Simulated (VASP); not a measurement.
# HgTe (I4/mmm) in VASP: single point with PBEsol

Aim: the single point of HgTe with PBEsol.

All numbers are computed with VASP 6.6.1; they aren't measurements. Logs are shortened: lines on timing, memory, paths and dates and some standing lists are left out, and cuts for length are marked.

## (1) The cell of the first run

Symmetry: I4/mmm, No. 139, tetragonal system. Conventional cell: a = 4.132 Å, b = 4.132 Å, c = 5.960 Å, α = 90.00°, β = 90.00°, γ = 90.00°. Hg (site symmetry 4/mmm) has 6 Te at 2.92 to 2.98 Å within 3.8 Å. Within 3.8 Å of Te (site symmetry 4/mmm) lie 6 Hg at 2.92 to 2.98 Å.

## (2) Single point, PBEsol (zz strain of +2 %)

Contents of INCAR:

```
PREC = Accurate
ENCUT = 520
EDIFF = 1E-6
ISMEAR = -1
SIGMA = 0.08
LREAL = F
LASPH = T
NELM = 80
ALGO = Normal
ISIF = 2
LWAVE = F
LCHARG = T
GGA = PS
LELF = T
LVHAR = T
NBANDS = 16
```

Contents of KPOINTS:

```
regular mesh
0
Gamma
  12 12 12
```

Contents of POSCAR:

```
HgTe
1.0
    0.0000000000      2.9215000000      2.9799300000
    2.9215000000      0.0000000000      2.9799300000
    2.9215000000      2.9215000000      0.0000000000
Hg Te
1 1
Direct
    0.0000000000      0.0000000000      0.0000000000
    0.5000000000      0.5000000000      0.5000000000
```

Potentials or basis: VASP PAW PBE potentials, release 64 (Hg, Te).

Launch:

```console
> cat potpaw_PBE.64/Hg/POTCAR potpaw_PBE.64/Te/POTCAR > POTCAR
> mpirun -np 1 vasp_std > vasp.out
```

OUTCAR:

```text
PREC = Accurate
   ENCUT = 520
   EDIFF = 1E-6
   ISMEAR = -1
   LREAL = F
   LASPH = T
   NELM = 80
   ISIF = 2
   GGA = PS

 ion  position               nearest neighbor table
   1  0.000  0.000  0.000-   2 2.92   2 2.92   2 2.92   2 2.92   2 2.98   2 2.98
   2  0.500  0.500  0.500-   1 2.92   1 2.92   1 2.92   1 2.92   1 2.98   1 2.98

  LATTYP: Found a body centered tetragonal cell.
 ALAT       =     4.1316249225
 C/A-ratio  =     1.4424978336

  Lattice vectors:

 A1 = (  -2.9215000000,   0.0000000000,   2.9799300000)
 A2 = (   2.9215000000,   0.0000000000,   2.9799300000)
 A3 = (   0.0000000000,   2.9215000000,  -2.9799300000)

Analysis of symmetry for initial positions (statically):
=====================================================================
 Subroutine PRICEL returns:
 Original cell was already a primitive cell.

 Routine SETGRP: Setting up the symmetry group for a
 body centered tetragonal supercell.

 Subroutine GETGRP returns: Found 16 space group operations
 (whereof 16 operations were pure point group operations)
 out of a pool of 16 trial point group operations.

The static configuration has the point symmetry D_4h.

Analysis of symmetry for dynamics (positions and initial velocities):
=====================================================================
 Subroutine PRICEL returns:
 Original cell was already a primitive cell.

 Routine SETGRP: Setting up the symmetry group for a
 body centered tetragonal supercell.

 Subroutine GETGRP returns: Found 16 space group operations
 (whereof 16 operations were pure point group operations)
 out of a pool of 16 trial point group operations.

The dynamic configuration has the point symmetry D_4h.

 Subroutine INISYM returns: Found 16 space group operations
 (whereof 16 operations are pure point group operations),
 and found     1 'primitive' translations

----------------------------------------------------------------------------------------

                                     Primitive cell

  volume of cell :      50.8684

  direct lattice vectors                    reciprocal lattice vectors
     0.000000000  2.921500000  2.979930000    -0.171144960  0.171144960  0.167789176
     2.921500000  0.000000000  2.979930000     0.171144960 -0.171144960  0.167789176
     2.921500000  2.921500000  0.000000000     0.171144960  0.171144960 -0.167789176

  length of vectors
     4.173145703  4.173145703  4.131624922     0.294507049  0.294507049  0.294507049

  position of ions in fractional coordinates (direct lattice)
     0.000000000  0.000000000  0.000000000
     0.500000000  0.500000000  0.500000000

  ion indices of the primitive-cell ions
   primitive index   ion index
                 1           1
                 2           2

----------------------------------------------------------------------------------------

 KPOINTS: regular mesh

Automatic generation of k-mesh.
 Grid dimensions read from file:
 generate k-points for:   12   12   12

 Generating k-lattice:

  Cartesian coordinates                     Fractional coordinates (reciprocal lattice)
    -0.014262080  0.014262080  0.013982431     0.083333333  0.000000000  0.000000000
     0.014262080 -0.014262080  0.013982431     0.000000000  0.083333333  0.000000000
     0.014262080  0.014262080 -0.013982431     0.000000000  0.000000000  0.083333333

  Length of vectors
     0.024542254  0.024542254  0.024542254

  Shift w.r.t. Gamma in fractional coordinates (k-lattice)
     0.000000000  0.000000000  0.000000000

 Subroutine IBZKPT returns following result:
 ===========================================

 Found    163 irreducible k-points:

 Following reciprocal coordinates:
            Coordinates               Weight
  0.000000  0.000000  0.000000      1.000000
  0.083333  0.000000  0.000000      8.000000
  0.166667  0.000000  0.000000      8.000000
  0.250000  0.000000  0.000000      8.000000
  0.333333  0.000000  0.000000      8.000000
  0.416667  0.000000  0.000000      8.000000
[... 16 lines left out ...]
  0.500000  0.166667  0.000000      8.000000
 -0.416667  0.166667  0.000000      8.000000
 [... further k-points ...]
   k-points           NKPTS =    163   k-points in BZ     NKDIM =    163   number of bands    NBANDS=     16
   number of dos      NEDOS =    301   number of ions     NIONS =      2
   total plane-waves  NPLWV =  32768
   dimension x,y,z NGX =    32 NGY =   32 NGZ =   32
   dimension x,y,z NGXF=    64 NGYF=   64 NGZF=   64
   ions per type =               1   1
   NGX,Y,Z   is equivalent  to a cutoff of  12.75, 12.75, 12.88 a.u.
   NGXF,Y,Z  is equivalent  to a cutoff of  25.50, 25.50, 25.75 a.u.
 SYSTEM =  unknown system
   PREC   = accura    normal or accurate (medium, high low for compatibility)
   ISTART =      0    job   : 0-new  1-cont  2-samecut
   ICHARG =      2    charge: 1-file 2-atom 10-const
   ISPIN  =      1    spin polarized calculation?
   LNONCOLLINEAR =      F non collinear calculations
   LSORBIT =      F    spin-orbit coupling
   LASPH  =      T    aspherical Exc in radial PAW
   ENCUT  =  520.0 eV  38.22 Ry    6.18 a.u.   7.76  7.76  7.68*2*pi/ulx,y,z
   NELM   =     80;   NELMIN=  2; NELMDL= -5     # of ELM steps
   EDIFF  = 0.1E-05   stopping-criterion for ELM
   LREAL  =      F    real-space projection
   EDIFFG = 0.1E-04   stopping-criterion for IOM
   NSW    =      0    number of steps for IOM
   IBRION =     -1    ionic relax: 0-MD 1-quasi-New 2-CG
   NFREE  =      0    steps in history (QN), initial steepest desc. (CG)
   ISIF   =      2    stress and relaxation
   ISYM   =      2    0-nonsym 1-usesym 2-fastsym
   POTIM  = 0.5000    time-step for ionic-motion
   TEBEG  =    0.0;   TEEND  =   0.0 temperature during run
   PSTRESS=    0.0 pullay stress
   NELECT =      18.0000    total number of electrons
   NUPDOWN=      -1.0000    fix difference up-down
   EMIN   =  10.00;   EMAX   =-10.00  energy-range for DOS
   EFERMI =   0.00;   METHOD = LEGACY
   ISMEAR =    -1;   SIGMA  =   0.08  broadening in eV -4-tet -1-fermi 0-gaus
   EFERMI_NEDOS =   21; number of points for ismear=-14 and -15
   IALGO  =     38    algorithm
   IMIX   =      4    mixing-type and parameters
     AMIX     =   0.40;   BMIX     =  1.00
     AMIX_MAG =   1.60;   BMIX_MAG =  1.00
  volume/ion in A,a.u.               =      25.43       171.64
  Fermi-wavevector in a.u.,A,eV,Ry     =   1.157932  2.188174 18.242780  1.340806
  Thomas-Fermi vector in A             =   2.294539
   LORBIT       =      0    0 simple, 1 ext, 2 COOP (PROOUT), +10 PAW based schemes
   GGA     = PS    functional components
   LHFCALC =     F    Hartree Fock is set to
   AEXX    =    0.0000 exact exchange contribution
   IVDW    =     0    specifies the selected vdW correction
   LEPSILON=     F    determine dielectric tensor
   LRPA    =     F    only Hartree local field effects (RPA)
 non-spin polarized calculation
  energy-cutoff  :      520.00
  volume of cell :       50.87
 maximum number of plane-waves:      1385
   NGX = 15   NGY = 15   NGZ = 15

 number of electron      17.9999999 magnetization

 Free energy of the ion-electron system (eV)
  ---------------------------------------------------
  ext. energy  EPLUGINS =         0.00000000
  ---------------------------------------------------
  free energy    TOTEN  =        -4.16240165 eV

  energy without entropy =       -4.13838223  energy(sigma->0) =       -4.15039194

 E-fermi :   5.5081     XC(G=0): -10.5687

 val. band max:        5.5064559142   @ k =  -0.2500   0.1667   0.0833
 cond. band min:       5.5123296743   @ k =  -0.1667   0.2500   0.0833
 fundamental gap:      0.0058737601
 Fermi energy:         5.5080564846

 k-point     1 :       0.0000    0.0000    0.0000
  band No.  band energies     occupation
      1      -7.3680      2.00000
      2      -1.6248      2.00000
      3      -1.5847      2.00000
      4      -1.5780      2.00000
      5      -1.5209      2.00000
      6      -1.5209      2.00000
[... 8 lines left out ...]
     15      13.3538      0.00000
     16      13.6958      0.00000

 k-point     2 :       0.0833    0.0000    0.0000
  band No.  band energies     occupation
      1      -7.2943      2.00000
      2      -1.6571      2.00000
      3      -1.6161      2.00000
      4      -1.5741      2.00000
      5      -1.5229      2.00000
      6      -1.5103      2.00000
[... 8 lines left out ...]
     15      13.5849      0.00000
     16      13.6480      0.00000

 k-point     3 :       0.1667    0.0000    0.0000
  band No.  band energies     occupation
      1      -7.0788      2.00000
      2      -1.7488      2.00000
      3      -1.7036      2.00000
      4      -1.6002      2.00000
      5      -1.4964      2.00000
      6      -1.4741      2.00000
[... 8 lines left out ...]
     15      13.9230      0.00000
     16      13.9339      0.00000

 k-point     4 :       0.2500    0.0000    0.0000
  band No.  band energies     occupation
      1      -6.7419      2.00000
      2      -1.8709      2.00000
      3      -1.8195      2.00000
      4      -1.6939      2.00000
      5      -1.4388      2.00000
      6      -1.4202      2.00000
[... 8 lines left out ...]
     15      14.4782      0.00000
     16      14.5096      0.00000

 k-point     5 :       0.3333    0.0000    0.0000
  band No.  band energies     occupation
      1      -6.3303      2.00000
      2      -1.9870      2.00000
      3      -1.9424      2.00000
      4      -1.8826      2.00000
      5      -1.3769      2.00000
      6      -1.3643      2.00000
[... 8 lines left out ...]
     15      15.2243      0.00000
     16      15.3019      0.00000

 k-point     6 :       0.4167    0.0000    0.0000
  band No.  band energies     occupation
      1      -5.9471      2.00000
      2      -2.2055      2.00000
      3      -2.0683      2.00000
      4      -1.9964      2.00000
      5      -1.3303      2.00000
      6      -1.3225      2.00000
[... 8 lines left out ...]
     15      16.0744      0.00000
     16      16.2056      0.00000

 k-point     7 :       0.5000    0.0000    0.0000
  band No.  band energies     occupation
      1      -5.7774      2.00000
      2      -2.3687      2.00000
      3      -2.0973      2.00000
      4      -2.0255      2.00000
      5      -1.3130      2.00000
      6      -1.3070      2.00000
[... 8 lines left out ...]
     15      16.5842      0.00000
     16      16.7448      0.00000

 k-point     8 :       0.0833    0.0833    0.0000
  band No.  band energies     occupation
      1      -7.2771      2.00000
      2      -1.6567      2.00000
      3      -1.6169      2.00000
      4      -1.5907      2.00000
      5      -1.5089      2.00000
      6      -1.5089      2.00000
[... 8 lines left out ...]
     15      14.4286      0.00000
     16      14.4286      0.00000

 k-point     9 :       0.1667    0.0833    0.0000
  band No.  band energies     occupation
      1      -7.1184      2.00000
      2      -1.7435      2.00000
      3      -1.6526      2.00000
      4      -1.6071      2.00000
      5      -1.4924      2.00000
      6      -1.4764      2.00000
[... 8 lines left out ...]
     15      14.2685      0.00000
     16      14.7058      0.00000
[... 172 lines left out ...]
 k-point    19 :       0.1667    0.1667    0.0000
  band No.  band energies     occupation
      1      -7.0257      2.00000
      2      -1.8216      2.00000
      3      -1.6251      2.00000
      4      -1.5953      2.00000
      5      -1.4706      2.00000
      6      -1.4706      2.00000
[... 8 lines left out ...]
     15      15.6214      0.00000
     16      15.6214      0.00000

 k-point    20 :       0.2500    0.1667    0.0000
  band No.  band energies     occupation
      1      -6.8117      2.00000
      2      -1.9018      2.00000
      3      -1.6493      2.00000
      4      -1.6355      2.00000
      5      -1.4391      2.00000
      6      -1.4174      2.00000
[... 8 lines left out ...]
     15      15.5881      0.00000
     16      15.9271      0.00000

 k-point    21 :       0.3333    0.1667    0.0000
  band No.  band energies     occupation
      1      -6.5053      2.00000
      2      -1.9605      2.00000
      3      -1.7403      2.00000
      4      -1.6894      2.00000
      5      -1.3955      2.00000
      6      -1.3510      2.00000
[... 8 lines left out ...]
     15      15.7921      0.00000
     16      16.3350      0.00000

 k-point    22 :       0.4167    0.1667    0.0000
  band No.  band energies     occupation
      1      -6.1633      2.00000
      2      -1.9888      2.00000
      3      -1.8631      2.00000
      4      -1.7663      2.00000
      5      -1.3434      2.00000
      6      -1.3036      2.00000
[... 8 lines left out ...]
     15      16.6209      0.00000
     16      16.9285      0.00000

 k-point    23 :       0.5000    0.1667    0.0000
  band No.  band energies     occupation
      1      -5.8854      2.00000
      2      -2.0592      2.00000
      3      -1.9709      2.00000
      4      -1.8268      2.00000
      5      -1.2967      2.00000
      6      -1.2867      2.00000
[... 8 lines left out ...]
     15      16.8268      0.00000
     16      17.3380      0.00000

 k-point    24 :      -0.4167    0.1667    0.0000
  band No.  band energies     occupation
      1      -5.8009      2.00000
      2      -2.1941      2.00000
      3      -2.0404      2.00000
      4      -1.7738      2.00000
      5      -1.3015      2.00000
      6      -1.2740      2.00000
[... 8 lines left out ...]
     15      15.8504      0.00000
     16      16.5699      0.00000

 [... further k-points ...]

------------------------ aborting loop because EDIFF is reached ----------------------------------------

  FORCE on cell =-STRESS in cart. coord.  units (eV):
  Direction    XX          YY          ZZ          XY          YZ          ZX
  --------------------------------------------------------------------------------------
  -------------------------------------------------------------------------------------
  Total        1.6772899      1.6772899      1.1372577      0.0000000     -0.0000000     -0.0000000
  in kB       52.8288145     52.8288145     35.8196730      0.0000000     -0.0000000     -0.0000000
  external PRESSURE =      47.1591007 kB  Pullay stress =       0.0000000 kB

 VOLUME and BASIS-vectors are now :
 -----------------------------------------------------------------------------
  energy-cutoff  :      520.00
  volume of cell :       50.87
      direct lattice vectors                 reciprocal lattice vectors
     0.000000000  2.921500000  2.979930000    -0.171144960  0.171144960  0.167789176
     2.921500000  0.000000000  2.979930000     0.171144960 -0.171144960  0.167789176
     2.921500000  2.921500000  0.000000000     0.171144960  0.171144960 -0.167789176

 POSITION                                       TOTAL-FORCE (eV/Angst)
 -----------------------------------------------------------------------------------
      0.00000      0.00000      0.00000         0.000000     -0.000000     -0.000000
      2.92150      2.92150      2.97993        -0.000000      0.000000      0.000000
 -----------------------------------------------------------------------------------
    total drift:                                0.000000     -0.000000     -0.000000

  FREE ENERGIE OF THE ION-ELECTRON SYSTEM (eV)
  ---------------------------------------------------
  free  energy   TOTEN  =        -4.1624016464 eV

  energy  without entropy=       -4.1383822335  energy(sigma->0) =       -4.15039194
```

Wall time 69 s (1 thread of Intel Xeon 8259CL, shared host); peak memory 0.28 GiB.

Results:

| Item | Value |
| --- | --- |
| Free energy | -4.1624 eV |
| Pressure | 4.7 GPa |
| Band gap on the k mesh | zero (bands 9 and 10 overlap by 3.17 eV) |

Caveat: the cell differs from its parent crystal (zz strain of +2 %); the cell stands under pressure; the PAW data sets were made with another functional, which shifts forces and pressure a little; spin-orbit coupling is left out, which moves the levels of the heavy elements.
